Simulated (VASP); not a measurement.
Write the native input for VASP 6.6.1 that does the following.

| Quantity | Value |
| --- | --- |
| Task | single point |
| Functional | PBE |
| Potentials or basis | VASP PAW PBE potentials, release 64 (Sc_sv, Ga_d, P) |
| Cutoff | 520 eV |
| k mesh | 12 × 12 × 8 |
| Occupations | gaussian, width 0.1 eV |
| Spin | no spin polarisation |
| Dipole correction | no |
| Further INCAR settings | ALGO = Fast; EDIFF = 1e-07; NBANDS = 39 |

The structure of ScGa3P2 lies in POSCAR:

```
ScGa3P2
1.0
    4.8693407793      0.0000000000      0.0000000000
   -2.4346703896      4.2169728146      0.0000000000
    0.0000000000      0.0000000000      5.4758840320
Sc Ga P
1 3 2
Direct
    0.0000000000      0.0000000000      0.5000000000
    0.0000000000      0.0000000000      0.0000000000
    0.3333333333      0.6666666667      0.5000000000
    0.6666666667      0.3333333333      0.5000000000
    0.3333333333      0.6666666667      0.0000000000
    0.6666666667      0.3333333333      0.0000000000
```

The cell was generated, and may not be a known phase.

The input as run:

INCAR

```
SYSTEM = ScGa3P2
PREC     = Accurate       ! precision mode
ENCUT    = 520            ! plane-wave cutoff, eV
EDIFF    = 1E-7           ! SCF threshold, eV
ISMEAR   = 0              ! smearing method
SIGMA    = 0.1            ! smearing width, eV
LREAL    = .False.        ! projectors in reciprocal space
LASPH    = .True.         ! aspherical terms in the spheres
NELM     = 100            ! most SCF steps
ALGO     = Fast           ! electronic algorithm
ISIF     = 2              ! what is computed and relaxed
LWAVE    = .False.        ! write WAVECAR
LCHARG   = .False.        ! write CHGCAR
GGA      = PE             ! functional
NBANDS   = 39             ! bands
```

KPOINTS

```
regular mesh
0
Gamma
  12 12 8
  0 0 0
```

Potentials or basis: VASP PAW PBE potentials, release 64 (Sc_sv, Ga_d, P).

The run is started by

```console
$ cat potpaw_PBE.64/Sc_sv/POTCAR potpaw_PBE.64/Ga_d/POTCAR potpaw_PBE.64/P/POTCAR > POTCAR
$ mpirun -np 1 vasp_std > vasp.out
```

It gave:

```json
{
  "Pressure": "0.1 GPa",
  "Band gap on the k mesh": "zero (bands 30 and 31 overlap by 2.43 eV)"
}
```

Wall time 6.9 min on 1 thread of Oxide Virtual Turin-like Processor, with other jobs on the host, peak memory 0.45 GiB.
